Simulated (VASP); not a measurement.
# SiGe (P6_3mc) in VASP: notebook, part 2 of 3

VASP 6.6.1. Earlier steps stand in the parts before.

## (4) Single point, PBEsol

This run uses another cell than the first one, of the same volume but with other edges.

INCAR

```
SYSTEM = SiGe
ALGO = Normal
EDIFF = 1E-6
ENCUT = 520
GGA = PS
ISIF = 2
ISMEAR = 0
LASPH = .True.
LCHARG = .False.
LREAL = .False.
LWAVE = .False.
NBANDS = 26
NELM = 60
PREC = Accurate
SIGMA = 0.03
```

KPOINTS

```
k-points
0
Gamma
  12 12 6
  0 0 0
```

POSCAR

```
SiGe
1.0
    4.2059426616      0.0000000000      0.0000000000
   -2.1029713308      3.6424531918      0.0000000000
    0.0000000000      0.0000000000      5.5591162692
Si Ge
2 2
Direct
    0.6666666667      0.3333333333      0.8746070000
    0.3333333333      0.6666666667      0.3746070000
    0.6666666667      0.3333333333      0.5003920000
    0.3333333333      0.6666666667      0.0003920000
```

Potentials or basis: VASP PAW PBE potentials, release 64 (Si, Ge_d).

Run with:

```bash
> cat potpaw_PBE.64/Si/POTCAR potpaw_PBE.64/Ge_d/POTCAR > POTCAR
> mpirun -np 1 vasp_std > vasp.out
```

OUTCAR:

```text
SYSTEM = SiGe
   EDIFF = 1E-6
   ENCUT = 520
   GGA = PS
   ISIF = 2
   ISMEAR = 0
   LASPH = .True.
   LREAL = .False.
   NELM = 60
   PREC = Accurate

 ion  position               nearest neighbor table
   1  0.667  0.333  0.875-   3 2.08   4 2.53   4 2.53   4 2.53
   2  0.333  0.667  0.375-   4 2.08   3 2.53   3 2.53   3 2.53
   3  0.667  0.333  0.500-   1 2.08   2 2.53   2 2.53   2 2.53
   4  0.333  0.667  0.000-   2 2.08   1 2.53   1 2.53   1 2.53

  LATTYP: Found a hexagonal cell.
 ALAT       =     4.2059426616
 C/A-ratio  =     1.3217289717

  Lattice vectors:

 A1 = (   4.2059426616,   0.0000000000,   0.0000000000)
 A2 = (  -2.1029713308,   3.6424531918,   0.0000000000)
 A3 = (   0.0000000000,   0.0000000000,   5.5591162692)

Analysis of symmetry for initial positions (statically):
=====================================================================
 Subroutine PRICEL returns:
 Original cell was already a primitive cell.

 Routine SETGRP: Setting up the symmetry group for a
 hexagonal supercell.

 Subroutine GETGRP returns: Found 12 space group operations
 (whereof  6 operations were pure point group operations)
 out of a pool of 24 trial point group operations.

The static configuration has the point symmetry C_3v.
 The point group associated with its full space group is C_6v.

Analysis of symmetry for dynamics (positions and initial velocities):
=====================================================================
 Subroutine PRICEL returns:
 Original cell was already a primitive cell.

 Routine SETGRP: Setting up the symmetry group for a
 hexagonal supercell.

 Subroutine GETGRP returns: Found 12 space group operations
 (whereof  6 operations were pure point group operations)
 out of a pool of 24 trial point group operations.

The dynamic configuration has the point symmetry C_3v.
 The point group associated with its full space group is C_6v.

 Subroutine INISYM returns: Found 12 space group operations
 (whereof  6 operations are pure point group operations),
 and found     1 'primitive' translations

----------------------------------------------------------------------------------------

                                     Primitive cell

  volume of cell :      85.1654

  direct lattice vectors                    reciprocal lattice vectors
     4.205942662  0.000000000  0.000000000     0.237758829  0.137270124  0.000000000
    -2.102971331  3.642453192  0.000000000     0.000000000  0.274540247  0.000000000
     0.000000000  0.000000000  5.559116269     0.000000000  0.000000000  0.179884707

  length of vectors
     4.205942662  4.205942662  5.559116269     0.274540247  0.274540247  0.179884707

  position of ions in fractional coordinates (direct lattice)
     0.666666667  0.333333333  0.874607000
     0.333333333  0.666666667  0.374607000
     0.666666667  0.333333333  0.500392000
     0.333333333  0.666666667  0.000392000

  ion indices of the primitive-cell ions
   primitive index   ion index
                 1           1
                 2           2
                 3           3
                 4           4

----------------------------------------------------------------------------------------

 KPOINTS: k-points

Automatic generation of k-mesh.
 Grid dimensions read from file:
 generate k-points for:   12   12    6

 Generating k-lattice:

  Cartesian coordinates                     Fractional coordinates (reciprocal lattice)
     0.019813236  0.011439177  0.000000000     0.083333333 -0.000000000  0.000000000
     0.000000000  0.022878354  0.000000000     0.000000000  0.083333333  0.000000000
     0.000000000  0.000000000  0.029980784     0.000000000  0.000000000  0.166666667

  Length of vectors
     0.022878354  0.022878354  0.029980784

  Shift w.r.t. Gamma in fractional coordinates (k-lattice)
     0.000000000  0.000000000  0.000000000

 Subroutine IBZKPT returns following result:
 ===========================================

 Found     76 irreducible k-points:

 Following reciprocal coordinates:
            Coordinates               Weight
  0.000000  0.000000  0.000000      1.000000
  0.083333  0.000000  0.000000      6.000000
  0.166667 -0.000000  0.000000      6.000000
  0.250000  0.000000  0.000000      6.000000
  0.333333 -0.000000  0.000000      6.000000
  0.416667 -0.000000  0.000000      6.000000
[... 16 lines left out ...]
  0.250000  0.000000  0.166667     12.000000
  0.333333 -0.000000  0.166667     12.000000
 [... further k-points ...]
   k-points           NKPTS =     76   k-points in BZ     NKDIM =     76   number of bands    NBANDS=     26
   number of dos      NEDOS =    301   number of ions     NIONS =      4
   total plane-waves  NPLWV =  43008
   dimension x,y,z NGX =    32 NGY =   32 NGZ =   42
   dimension x,y,z NGXF=    64 NGYF=   64 NGZF=   84
   ions per type =               2   2
   NGX,Y,Z   is equivalent  to a cutoff of  12.65, 12.65, 12.56 a.u.
   NGXF,Y,Z  is equivalent  to a cutoff of  25.30, 25.30, 25.12 a.u.
 SYSTEM =  SiGe
   PREC   = accura    normal or accurate (medium, high low for compatibility)
   ISTART =      0    job   : 0-new  1-cont  2-samecut
   ICHARG =      2    charge: 1-file 2-atom 10-const
   ISPIN  =      1    spin polarized calculation?
   LNONCOLLINEAR =      F non collinear calculations
   LSORBIT =      F    spin-orbit coupling
   LASPH  =      T    aspherical Exc in radial PAW
   ENCUT  =  520.0 eV  38.22 Ry    6.18 a.u.   7.82  7.82 10.34*2*pi/ulx,y,z
   NELM   =     60;   NELMIN=  2; NELMDL= -5     # of ELM steps
   EDIFF  = 0.1E-05   stopping-criterion for ELM
   LREAL  =      F    real-space projection
   EDIFFG = 0.1E-04   stopping-criterion for IOM
   NSW    =      0    number of steps for IOM
   IBRION =     -1    ionic relax: 0-MD 1-quasi-New 2-CG
   NFREE  =      0    steps in history (QN), initial steepest desc. (CG)
   ISIF   =      2    stress and relaxation
   ISYM   =      2    0-nonsym 1-usesym 2-fastsym
   POTIM  = 0.5000    time-step for ionic-motion
   TEBEG  =    0.0;   TEEND  =   0.0 temperature during run
   PSTRESS=    0.0 pullay stress
   NELECT =      36.0000    total number of electrons
   NUPDOWN=      -1.0000    fix difference up-down
   EMIN   =  10.00;   EMAX   =-10.00  energy-range for DOS
   EFERMI =   0.00;   METHOD = LEGACY
   ISMEAR =     0;   SIGMA  =   0.03  broadening in eV -4-tet -1-fermi 0-gaus
   EFERMI_NEDOS =   21; number of points for ismear=-14 and -15
   IALGO  =     38    algorithm
   IMIX   =      4    mixing-type and parameters
     AMIX     =   0.40;   BMIX     =  1.00
     AMIX_MAG =   1.60;   BMIX_MAG =  1.00
  volume/ion in A,a.u.               =      21.29       143.68
  Fermi-wavevector in a.u.,A,eV,Ry     =   1.228631  2.321775 20.538443  1.509533
  Thomas-Fermi vector in A             =   2.363549
   LORBIT       =      0    0 simple, 1 ext, 2 COOP (PROOUT), +10 PAW based schemes
   GGA     = PS    functional components
   LHFCALC =     F    Hartree Fock is set to
   AEXX    =    0.0000 exact exchange contribution
   IVDW    =     0    specifies the selected vdW correction
   LEPSILON=     F    determine dielectric tensor
   LRPA    =     F    only Hartree local field effects (RPA)
 non-spin polarized calculation
 Gauss-broadening in eV      SIGMA  =   0.03
  energy-cutoff  :      520.00
  volume of cell :       85.17
 maximum number of plane-waves:      2336
 NGX is ok and might be reduce to    32

 number of electron      35.9999994 magnetization

 Free energy of the ion-electron system (eV)
  ---------------------------------------------------
  ext. energy  EPLUGINS =         0.00000000
  ---------------------------------------------------
  free energy    TOTEN  =       -19.12916345 eV

  energy without entropy =      -19.12875188  energy(sigma->0) =      -19.12895767

 E-fermi :   5.1191     XC(G=0):  -9.8418

 val. band max:        5.0838258774   @ k =   0.3333  -0.0000   0.0000
 cond. band min:       5.1349856671   @ k =   0.1667   0.0833   0.0000
 fundamental gap:      0.0511597897
 Fermi energy:         5.1190612850

 k-point     1 :       0.0000    0.0000    0.0000
  band No.  band energies     occupation
      1     -19.1193      2.00000
      2     -19.1119      2.00000
      3     -19.0611      2.00000
      4     -19.0611      2.00000
      5     -19.0540      2.00000
      6     -19.0540      2.00000
[... 18 lines left out ...]
     25      10.9923      0.00000
     26      10.9949      0.00000
[... 644 lines left out ...]
      4     -19.0596      2.00000
      5     -19.0557      2.00000
      6     -19.0526      2.00000
[... 18 lines left out ...]
     25      11.8624      0.00000
     26      12.3675      0.00000

 [... further k-points ...]
[... 5 lines left out ...]
  --------------------------------------------------------------------------------------
  -------------------------------------------------------------------------------------
  Total       -6.1709310     -6.1709310     24.3539832      0.0000000      0.0000000      0.0000000
  in kB     -116.0909018   -116.0909018    458.1603486      0.0000000      0.0000000      0.0000000
  external PRESSURE =      75.3261816 kB  Pullay stress =       0.0000000 kB

 VOLUME and BASIS-vectors are now :
 -----------------------------------------------------------------------------
  energy-cutoff  :      520.00
  volume of cell :       85.17
      direct lattice vectors                 reciprocal lattice vectors
     4.205942662  0.000000000  0.000000000     0.237758829  0.137270124  0.000000000
    -2.102971331  3.642453192  0.000000000     0.000000000  0.274540247  0.000000000
     0.000000000  0.000000000  5.559116269     0.000000000  0.000000000  0.179884707

 POSITION                                       TOTAL-FORCE (eV/Angst)
 -----------------------------------------------------------------------------------
      2.10297      1.21415      4.86204        -0.000000      0.000000      4.396076
     -0.00000      2.42830      2.08248         0.000000     -0.000000      4.396076
      2.10297      1.21415      2.78174        -0.000000     -0.000000     -4.396076
     -0.00000      2.42830      0.00218        -0.000000      0.000000     -4.396076
 -----------------------------------------------------------------------------------
    total drift:                                0.000000      0.000000     -0.002607

  FREE ENERGIE OF THE ION-ELECTRON SYSTEM (eV)
  ---------------------------------------------------
  free  energy   TOTEN  =       -19.1291634472 eV

  energy  without entropy=      -19.1287518842  energy(sigma->0) =      -19.12895767
```

OSZICAR:

```text
N       E                     dE             d eps       ncg     rms          rms(c)
DAV:   1     0.267576250562E+03    0.26758E+03   -0.17609E+04  4586   0.298E+03
DAV:   2     0.241329588618E+02   -0.24344E+03   -0.23537E+03  3976   0.636E+02
DAV:   3    -0.179193029345E+02   -0.42052E+02   -0.41479E+02  4758   0.155E+02
DAV:   4    -0.196827159552E+02   -0.17634E+01   -0.17595E+01  4742   0.360E+01
DAV:   5    -0.197198579460E+02   -0.37142E-01   -0.37132E-01  5008   0.569E+00    0.640E+00
DAV:   6    -0.192810655954E+02    0.43879E+00   -0.26190E-01  4636   0.309E+00    0.364E+00
DAV:   7    -0.191270043348E+02    0.15406E+00   -0.50958E-01  5080   0.386E+00    0.411E-01
DAV:   8    -0.191288628405E+02   -0.18585E-02   -0.76905E-02  4354   0.168E+00    0.364E-01
DAV:   9    -0.191295309763E+02   -0.66814E-03   -0.47633E-03  5006   0.571E-01    0.176E-01
DAV:  10    -0.191291341580E+02    0.39682E-03   -0.20682E-03  4864   0.373E-01    0.542E-02
DAV:  11    -0.191291643782E+02   -0.30220E-04   -0.36186E-04  4530   0.147E-01    0.299E-02
DAV:  12    -0.191291634472E+02    0.93103E-06   -0.92043E-06  4690   0.213E-02
   1 F= -.19129163E+02 E0= -.19128958E+02  d E =-.411563E-03
```

Wall time 90 s (1 thread of Intel Xeon Platinum 8124M at 3.00GHz (Skylake/Cascade Lake), shared host); peak memory 0.29 GiB.

What came out:

* Free energy: -19.1292 eV
* Pressure: 7.5 GPa
* Largest force: 4.396 eV/Å
* Band gap on the k mesh: zero (band 18 reaches 5.83 eV, above the bottom of band 19 at 4.65 eV)

Forces in eV/Å, atoms in the order of the input:
```
Si   0.000  0.000  4.396
Si   0.000  0.000  4.396
Ge   0.000  0.000 -4.396
Ge   0.000  0.000 -4.396
```

Stress tensor (GPa, compression positive):
```
-11.61   0.00   0.00
  0.00 -11.61   0.00
  0.00   0.00  45.82
```

Levels at points of the mesh, in eV from the Fermi level:
```csv
k point,band 15,band 16,band 17,band 18,band 19,band 20,band 21,band 22
"(0.00, 0.00, 0.00)",-2.37,-1.32,-0.30,0.71,0.71,1.19,1.19,1.52
"(0.50, 0.00, 0.00)",-4.69,-3.60,-3.02,-0.43,-0.27,2.77,2.85,3.80
"(0.00, 0.00, 0.50)",-1.36,-1.36,-1.36,-1.36,0.59,0.59,2.86,2.86
"(0.50, 0.00, 0.50)",-2.52,-2.52,-1.41,-1.41,0.97,0.97,3.55,3.55
```

Caveat: the PAW data sets were made with another functional, which shifts forces and pressure a little.

(Continued in part 3 of 3.)
